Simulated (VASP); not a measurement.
# Mn (P6_3/mmc) in VASP: further runs

The runs below take Mn through single point, relaxation of cell and atoms, with PBEsol.

Program: VASP 6.6.1. These are calculated values, not measurements. Logs are shortened: lines on timing, memory, paths and dates and some standing lists are left out, and cuts for length are marked.

### Step 1. The cell of the first run

It takes space group P6_3/mmc (No. 194, hexagonal). The conventional cell has a = 2.450 Å, b = 2.450 Å, c = 3.969 Å, α = 90.00°, β = 90.00°, γ = 120.00°. Within 3.2 Å of Mn (site symmetry -6m2) lie 12 Mn at 2.44 to 2.45 Å.

This isn't the form of Mn at room conditions, which is a 58-atom cubic cell.

### Step 2. Single point, PBEsol

INCAR reads:

```
PREC = Accurate ; ENCUT = 500
EDIFF = 1E-6 ; ISMEAR = 0
SIGMA = 0.1 ; LREAL = False
LASPH = True ; NELM = 120
ALGO = Normal ; ISIF = 2
LWAVE = False ; LCHARG = False
GGA = PS ; NBANDS = 20
GGA_COMPAT = False
```

KPOINTS reads:

```
regular mesh
0
Gamma
  9 9 4
```

POSCAR reads:

```
Mn
1.0
    2.4503521347      0.0000000000      0.0000000000
   -1.2251760673      2.1220671969      0.0000000000
    0.0000000000      0.0000000000      3.9689857216
Mn
2
Direct
    0.6666666667      0.3333333333      0.7500000000
    0.3333333333      0.6666666667      0.2500000000
```

Potentials or basis: VASP PAW PBE potentials, release 64 (Mn_pv).

On the command line:

```
$ cat potpaw_PBE.64/Mn_pv/POTCAR > POTCAR
$ mpirun -np 1 vasp_std > vasp.out
```

OUTCAR:

```text
PREC = Accurate
   ENCUT = 500
   EDIFF = 1E-6
   ISMEAR = 0
   LREAL = False
   LASPH = True
   NELM = 120
   ISIF = 2
   GGA = PS

 ion  position               nearest neighbor table
   1  0.667  0.333  0.750-   2 2.44   2 2.44   2 2.44   2 2.44   2 2.44   2 2.44
   2  0.333  0.667  0.250-   1 2.44   1 2.44   1 2.44   1 2.44   1 2.44   1 2.44

  LATTYP: Found a hexagonal cell.
 ALAT       =     2.4503521347
 C/A-ratio  =     1.6197613663

  Lattice vectors:

 A1 = (   2.4503521347,   0.0000000000,   0.0000000000)
 A2 = (  -1.2251760673,   2.1220671969,   0.0000000000)
 A3 = (   0.0000000000,   0.0000000000,   3.9689857216)

Analysis of symmetry for initial positions (statically):
=====================================================================
 Subroutine PRICEL returns:
 Original cell was already a primitive cell.

 Routine SETGRP: Setting up the symmetry group for a
 hexagonal supercell.

 Subroutine GETGRP returns: Found 24 space group operations
 (whereof 12 operations were pure point group operations)
 out of a pool of 24 trial point group operations.

The static configuration has the point symmetry D_3d.
 The point group associated with its full space group is D_6h.

Analysis of symmetry for dynamics (positions and initial velocities):
=====================================================================
 Subroutine PRICEL returns:
 Original cell was already a primitive cell.

 Routine SETGRP: Setting up the symmetry group for a
 hexagonal supercell.

 Subroutine GETGRP returns: Found 24 space group operations
 (whereof 12 operations were pure point group operations)
 out of a pool of 24 trial point group operations.

The dynamic configuration has the point symmetry D_3d.
 The point group associated with its full space group is D_6h.

 Subroutine INISYM returns: Found 24 space group operations
 (whereof 12 operations are pure point group operations),
 and found     1 'primitive' translations

----------------------------------------------------------------------------------------

                                     Primitive cell

  volume of cell :      20.6380

  direct lattice vectors                    reciprocal lattice vectors
     2.450352135  0.000000000  0.000000000     0.408104609  0.235619306  0.000000000
    -1.225176067  2.122067197  0.000000000     0.000000000  0.471238612  0.000000000
     0.000000000  0.000000000  3.968985722     0.000000000  0.000000000  0.251953539

  length of vectors
     2.450352135  2.450352135  3.968985722     0.471238612  0.471238612  0.251953539

  position of ions in fractional coordinates (direct lattice)
     0.666666667  0.333333333  0.750000000
     0.333333333  0.666666667  0.250000000

  ion indices of the primitive-cell ions
   primitive index   ion index
                 1           1
                 2           2

----------------------------------------------------------------------------------------

 KPOINTS: regular mesh

Automatic generation of k-mesh.
 Grid dimensions read from file:
 generate k-points for:    9    9    4

 Generating k-lattice:

  Cartesian coordinates                     Fractional coordinates (reciprocal lattice)
     0.045344957  0.026179923  0.000000000     0.111111111  0.000000000  0.000000000
     0.000000000  0.052359846  0.000000000     0.000000000  0.111111111  0.000000000
     0.000000000  0.000000000  0.062988385     0.000000000  0.000000000  0.250000000

  Length of vectors
     0.052359846  0.052359846  0.062988385

  Shift w.r.t. Gamma in fractional coordinates (k-lattice)
     0.000000000  0.000000000  0.000000000

 Subroutine IBZKPT returns following result:
 ===========================================

 Found     36 irreducible k-points:

 Following reciprocal coordinates:
            Coordinates               Weight
  0.000000  0.000000  0.000000      1.000000
  0.111111 -0.000000  0.000000      6.000000
  0.222222 -0.000000  0.000000      6.000000
  0.333333  0.000000  0.000000      6.000000
  0.444444 -0.000000  0.000000      6.000000
  0.111111  0.111111  0.000000      6.000000
[... 16 lines left out ...]
  0.333333  0.222222  0.250000     24.000000
  0.333333  0.333333  0.250000      4.000000
 [... further k-points ...]
   k-points           NKPTS =     36   k-points in BZ     NKDIM =     36   number of bands    NBANDS=     20
   number of dos      NEDOS =    301   number of ions     NIONS =      2
   total plane-waves  NPLWV =   9720
   dimension x,y,z NGX =    18 NGY =   18 NGZ =   30
   dimension x,y,z NGXF=    36 NGYF=   36 NGZF=   60
   ions per type =               2
   NGX,Y,Z   is equivalent  to a cutoff of  12.21, 12.21, 12.57 a.u.
   NGXF,Y,Z  is equivalent  to a cutoff of  24.42, 24.42, 25.13 a.u.
 SYSTEM =  unknown system
   PREC   = accura    normal or accurate (medium, high low for compatibility)
   ISTART =      0    job   : 0-new  1-cont  2-samecut
   ICHARG =      2    charge: 1-file 2-atom 10-const
   ISPIN  =      1    spin polarized calculation?
   LNONCOLLINEAR =      F non collinear calculations
   LSORBIT =      F    spin-orbit coupling
   LASPH  =      T    aspherical Exc in radial PAW
   ENCUT  =  500.0 eV  36.75 Ry    6.06 a.u.   4.47  4.47  7.24*2*pi/ulx,y,z
   NELM   =    120;   NELMIN=  2; NELMDL= -5     # of ELM steps
   EDIFF  = 0.1E-05   stopping-criterion for ELM
   LREAL  =      F    real-space projection
   EDIFFG = 0.1E-04   stopping-criterion for IOM
   NSW    =      0    number of steps for IOM
   IBRION =     -1    ionic relax: 0-MD 1-quasi-New 2-CG
   NFREE  =      0    steps in history (QN), initial steepest desc. (CG)
   ISIF   =      2    stress and relaxation
   ISYM   =      2    0-nonsym 1-usesym 2-fastsym
   POTIM  = 0.5000    time-step for ionic-motion
   TEBEG  =    0.0;   TEEND  =   0.0 temperature during run
   PSTRESS=    0.0 pullay stress
   NELECT =      26.0000    total number of electrons
   NUPDOWN=      -1.0000    fix difference up-down
   EMIN   =  10.00;   EMAX   =-10.00  energy-range for DOS
   EFERMI =   0.00;   METHOD = LEGACY
   ISMEAR =     0;   SIGMA  =   0.10  broadening in eV -4-tet -1-fermi 0-gaus
   EFERMI_NEDOS =   21; number of points for ismear=-14 and -15
   IALGO  =     38    algorithm
   IMIX   =      4    mixing-type and parameters
     AMIX     =   0.40;   BMIX     =  1.00
     AMIX_MAG =   1.60;   BMIX_MAG =  1.00
  volume/ion in A,a.u.               =      10.32        69.64
  Fermi-wavevector in a.u.,A,eV,Ry     =   1.768114  3.341251 42.534895  3.126227
  Thomas-Fermi vector in A             =   2.835365
   LORBIT       =      0    0 simple, 1 ext, 2 COOP (PROOUT), +10 PAW based schemes
   GGA     = PS    functional components
   LHFCALC =     F    Hartree Fock is set to
   AEXX    =    0.0000 exact exchange contribution
   IVDW    =     0    specifies the selected vdW correction
   LEPSILON=     F    determine dielectric tensor
   LRPA    =     F    only Hartree local field effects (RPA)
 non-spin polarized calculation
 Gauss-broadening in eV      SIGMA  =   0.10
  energy-cutoff  :      500.00
  volume of cell :       20.64
 maximum number of plane-waves:       543
 NGX is ok and might be reduce to    18
   NGX =  9   NGY =  9   NGZ = 15

 number of electron      26.0000022 magnetization

 Free energy of the ion-electron system (eV)
  ---------------------------------------------------
  ext. energy  EPLUGINS =         0.00000000
  ---------------------------------------------------
  free energy    TOTEN  =       -19.41609519 eV

  energy without entropy =      -19.40262163  energy(sigma->0) =      -19.40935841

 E-fermi :  10.7625     XC(G=0): -14.4388

 val. band max:       10.7445003974   @ k =   0.2222   0.1111   0.5000
 cond. band min:      10.7648485415   @ k =   0.1111  -0.0000   0.0000
 fundamental gap:      0.0203481441
 Fermi energy:        10.7624606877

 k-point     1 :       0.0000    0.0000    0.0000
  band No.  band energies     occupation
      1     -37.4236      2.00000
      2     -36.6618      2.00000
      3     -36.6618      2.00000
      4     -36.5430      2.00000
      5     -36.5430      2.00000
      6     -36.5314      2.00000
[... 12 lines left out ...]
     19      20.5121      0.00000
     20      31.8327      0.00000

 k-point     2 :       0.1111   -0.0000    0.0000
  band No.  band energies     occupation
      1     -37.3885      2.00000
      2     -36.7383      2.00000
      3     -36.6861      2.00000
      4     -36.6221      2.00000
      5     -36.5543      2.00000
      6     -36.5448      2.00000
[... 12 lines left out ...]
     19      20.5081      0.00000
     20      30.8490      0.00000

 k-point     3 :       0.2222   -0.0000    0.0000
  band No.  band energies     occupation
      1     -37.2923      2.00000
      2     -36.9340      2.00000
      3     -36.8160      2.00000
      4     -36.7450      2.00000
      5     -36.5854      2.00000
      6     -36.5852      2.00000
[... 12 lines left out ...]
     19      20.5318      0.00000
     20      26.9352      0.00000

 k-point     4 :       0.3333    0.0000    0.0000
  band No.  band energies     occupation
      1     -37.1617      2.00000
      2     -37.1585      2.00000
      3     -37.0266      2.00000
      4     -36.8091      2.00000
      5     -36.6525      2.00000
      6     -36.6227      2.00000
[... 12 lines left out ...]
     19      20.2141      0.00000
     20      23.3069      0.00000

 k-point     5 :       0.4444   -0.0000    0.0000
  band No.  band energies     occupation
      1     -37.3054      2.00000
      2     -37.1596      2.00000
      3     -37.0468      2.00000
      4     -36.8497      2.00000
      5     -36.7258      2.00000
      6     -36.6480      2.00000
[... 12 lines left out ...]
     19      22.0646      0.00000
     20      23.1539      0.00000
[... 353 lines left out ...]
      6     -36.6887      2.00000
[... 12 lines left out ...]
     19      21.9892      0.00000
     20      22.1155      0.00000

 k-point    22 :       0.2222    0.2222    0.2500
  band No.  band energies     occupation
      1     -37.2298      2.00000
      2     -37.1717      2.00000
      3     -36.9114      2.00000
      4     -36.9015      2.00000
      5     -36.7622      2.00000
      6     -36.6641      2.00000
[... 12 lines left out ...]
     19      23.4874      0.00000
     20      24.1544      0.00000

 k-point    23 :       0.3333    0.2222    0.2500
  band No.  band energies     occupation
      1     -37.2649      2.00000
      2     -37.1964      2.00000
      3     -37.0184      2.00000
      4     -36.8834      2.00000
      5     -36.8066      2.00000
      6     -36.7052      2.00000
[... 12 lines left out ...]
     19      21.3094      0.00000
     20      22.9216      0.00000

 k-point    24 :       0.3333    0.3333    0.2500
  band No.  band energies     occupation
      1     -37.1678      2.00000
      2     -37.1678      2.00000
      3     -37.1494      2.00000
      4     -36.9558      2.00000
      5     -36.7588      2.00000
      6     -36.7588      2.00000
[... 12 lines left out ...]
     19      18.7902      0.00000
     20      23.0778      0.00000

 [... further k-points ...]

------------------------ aborting loop because EDIFF is reached ----------------------------------------

  FORCE on cell =-STRESS in cart. coord.  units (eV):
  Direction    XX          YY          ZZ          XY          YZ          ZX
  --------------------------------------------------------------------------------------
  -------------------------------------------------------------------------------------
  Total        0.0177368      0.0177368     -0.0012305      0.0000000      0.0000000     -0.0000000
  in kB        1.3769555      1.3769555     -0.0955263      0.0000000      0.0000000     -0.0000000
  external PRESSURE =       0.8861282 kB  Pullay stress =       0.0000000 kB

 VOLUME and BASIS-vectors are now :
 -----------------------------------------------------------------------------
  energy-cutoff  :      500.00
  volume of cell :       20.64
      direct lattice vectors                 reciprocal lattice vectors
     2.450352135  0.000000000  0.000000000     0.408104609  0.235619306  0.000000000
    -1.225176067  2.122067197  0.000000000     0.000000000  0.471238612  0.000000000
     0.000000000  0.000000000  3.968985722     0.000000000  0.000000000  0.251953539

 POSITION                                       TOTAL-FORCE (eV/Angst)
 -----------------------------------------------------------------------------------
      1.22518      0.70736      2.97674         0.000000     -0.000000      0.000000
     -0.00000      1.41471      0.99225        -0.000000      0.000000      0.000000
 -----------------------------------------------------------------------------------
    total drift:                               -0.000000      0.000000     -0.000000

  FREE ENERGIE OF THE ION-ELECTRON SYSTEM (eV)
  ---------------------------------------------------
  free  energy   TOTEN  =       -19.4160951890 eV

  energy  without entropy=      -19.4026216344  energy(sigma->0) =      -19.40935841
```

It took 7.9 s on 1 thread of Intel Xeon Platinum 8488C (Sapphire Rapids), shared host; peak memory 0.13 GiB.

Results:

* Free energy: -19.4161 eV
* Pressure: 0.1 GPa
* Band gap on the k mesh: zero (bands 13 and 14 overlap by 1.93 eV)

Stress tensor (GPa, compression positive):
```
 0.14  0.00  0.00
 0.00  0.14  0.00
 0.00  0.00 -0.01
```

Levels at points of the mesh, in eV from the Fermi level:
```tsv
k point	band 11	band 12	band 13	band 14	band 15	band 16
(0.00, 0.00, 0.00)	-1.00	-0.50	-0.50	0.06	0.06	0.80
(0.00, 0.00, 0.50)	-1.08	-1.08	-1.08	-1.08	1.27	1.27
```

Caveat: the k points lie up to 0.40 Å⁻¹ apart, too coarse for converged energies and pressures of a metal; the PAW data sets were made with another functional, which shifts forces and pressure a little; the run has no spin polarisation, though such a crystal can be magnetic.

### Step 3. Relaxation of cell and atoms, PBEsol

This run uses another cell than the first one, of 10.75 Å³/atom.

INCAR reads:

```
SYSTEM = Mn
ALGO = Normal
EDIFF = 1E-7
EDIFFG = -0.04
ENCUT = 500
GGA = PS
GGA_COMPAT = .FALSE.
IBRION = 2
ISIF = 3
ISMEAR = 0
LASPH = .TRUE.
LCHARG = .FALSE.
LREAL = .FALSE.
LWAVE = .FALSE.
NELM = 120
NELMIN = 4
NSW = 90
PREC = Accurate
SIGMA = 0.1
```

KPOINTS reads:

```
k-points
0
G
  9 9 4
  0 0 0
```

POSCAR reads:

```
Mn
1.0
    2.4836457705      0.0000000000      0.0000000000
   -1.2418228852      2.1509003313      0.0000000000
    0.0000000000      0.0000000000      4.0261950000
Mn
2
Direct
    0.6666666700      0.3333333300      0.7500000000
    0.3333333300      0.6666666700      0.2500000000
```

Potentials or basis: VASP PAW PBE potentials, release 64 (Mn_pv).

On the command line:

```
$ cat potpaw_PBE.64/Mn_pv/POTCAR > POTCAR
$ mpirun -np 1 vasp_std > vasp.out
```

Wall time 28 s (1 thread of Intel Xeon Platinum 8488C (Sapphire Rapids), shared host); peak memory 0.13 GiB.

The run converged. Its results:

```yaml
Free_energy: -19.4168 eV
Relaxed_volume: 10.34 Å³/atom
Relaxed_cell: a = 2.451 Å, b = 2.451 Å, c = 3.972 Å, α = 90.00°, β = 90.00°, γ = 120.00°
Space_group_after_relaxing_to_0.1_Å: P6_3/mmc (No. 194)
Energy_gained_by_relaxing: 16.1 meV/atom
Ionic_steps: 3
Pressure_after_relaxing: -0.3 GPa
Band_gap_on_the_k_mesh: zero (bands 13 and 14 overlap by 1.92 eV)
```

Stress tensor (GPa, compression positive):
```
-0.21  0.00  0.00
 0.00 -0.21  0.00
 0.00  0.00 -0.47
```

Step by step:
| step | energy change (eV) | largest force (eV/Å) | pressure (GPa) | volume (Å³) |
| --- | --- | --- | --- | --- |
| 1 | 0.0000 | 0.0000 | -11.65 | 21.51 |
| 2 | 0.0871 | 0.0000 | 27.50 | 19.16 |
| 3 | -0.0323 | 0.0000 | -0.30 | 20.67 |

Final structure:
```cif
data_structure
_symmetry_space_group_name_H-M 'P 1'
_symmetry_Int_Tables_number 1
_cell_length_a 2.4514
_cell_length_b 2.4514
_cell_length_c 3.9719
_cell_angle_alpha 90.000
_cell_angle_beta 90.000
_cell_angle_gamma 120.000
_cell_volume 20.67
loop_
_atom_site_label
_atom_site_type_symbol
_atom_site_fract_x
_atom_site_fract_y
_atom_site_fract_z
_atom_site_occupancy
Mn1 Mn 0.66667 0.33333 0.75000 1
Mn2 Mn 0.33333 0.66667 0.25000 1
```

Levels at points of the mesh, in eV from the Fermi level:
```tsv
k point	band 9	band 10	band 11	band 12	band 13	band 14	band 15	band 16	band 17
(0.00, 0.00, 0.00)	-1.02	-1.00	-1.00	-0.50	-0.50	0.06	0.06	0.79	1.71
(0.00, 0.00, 0.50)	-1.61	-1.61	-1.08	-1.08	-1.08	-1.08	1.26	1.26	1.26
```

Caveat: the k points lie up to 0.40 Å⁻¹ apart in the final cell, too coarse for converged energies and pressures of a metal; the PAW data sets were made with another functional, which shifts forces and pressure a little; the run has no spin polarisation, though such a crystal can be magnetic. Spin polarisation is off, so any magnetic state and its effect on volume and gap are missing.

### Step 4. Single point, PBEsol, collinear spin, ferromagnetic start

This run uses another cell than the first one, of 10.75 Å³/atom.

INCAR reads:

```
PREC = Accurate ; ENCUT = 500
EDIFF = 1E-6 ; ISMEAR = 0
SIGMA = 0.1 ; LREAL = False
LASPH = True ; NELM = 200
ALGO = Normal ; ISIF = 2
LWAVE = False ; LCHARG = False
ISPIN = 2 ; MAGMOM = 4 4
LORBIT = 11 ; LMAXMIX = 4
GGA = PS ; NBANDS = 24
GGA_COMPAT = False
```

KPOINTS reads:

```
Automatic mesh
0
Gamma
  9 9 4
```

POSCAR is that of step 3.

On the command line:

```
$ cat potpaw_PBE.64/Mn_pv/POTCAR > POTCAR
$ mpirun -np 1 vasp_std > vasp.out
```

Run time: 28 s. Hardware: 1 thread of Intel Xeon Platinum 8488C (Sapphire Rapids), shared host; peak memory 0.15 GiB.

Results (log left out):

```yaml
Free_energy: -19.3845 eV
Pressure: -11.6 GPa
Band_gap_on_the_k_mesh: zero (filled and empty bands overlap)
Net_moment: 0.00 μB per cell
Valence_electrons_inside_the_program's_atomic_spheres: Mn 11.99
```

Stress tensor (GPa, compression positive):
```
-11.50   0.00   0.00
  0.00 -11.50   0.00
  0.00   0.00 -11.94
```

Levels at points of the mesh, in eV from the Fermi level:
Spin up:
```
           k point  band 11  band 12  band 13  band 14  band 15  band 16
(0.00, 0.00, 0.00)    -0.94    -0.47    -0.47     0.06     0.06     0.72
(0.00, 0.00, 0.50)    -1.02    -1.02    -1.02    -1.02     1.19     1.19
```
Spin down:
```
           k point  band 9  band 10  band 11  band 12  band 13  band 14  band 15  band 16  band 17  band 18
(0.00, 0.00, 0.00)   -0.97    -0.94    -0.94    -0.47    -0.47     0.06     0.06     0.72     1.61     1.61
(0.00, 0.00, 0.50)   -1.53    -1.53    -1.02    -1.02    -1.02    -1.02     1.19     1.19     1.19     1.19
```

Caveat: the k points lie up to 0.39 Å⁻¹ apart, too coarse for converged energies and pressures of a metal; the PAW data sets were made with another functional, which shifts forces and pressure a little.
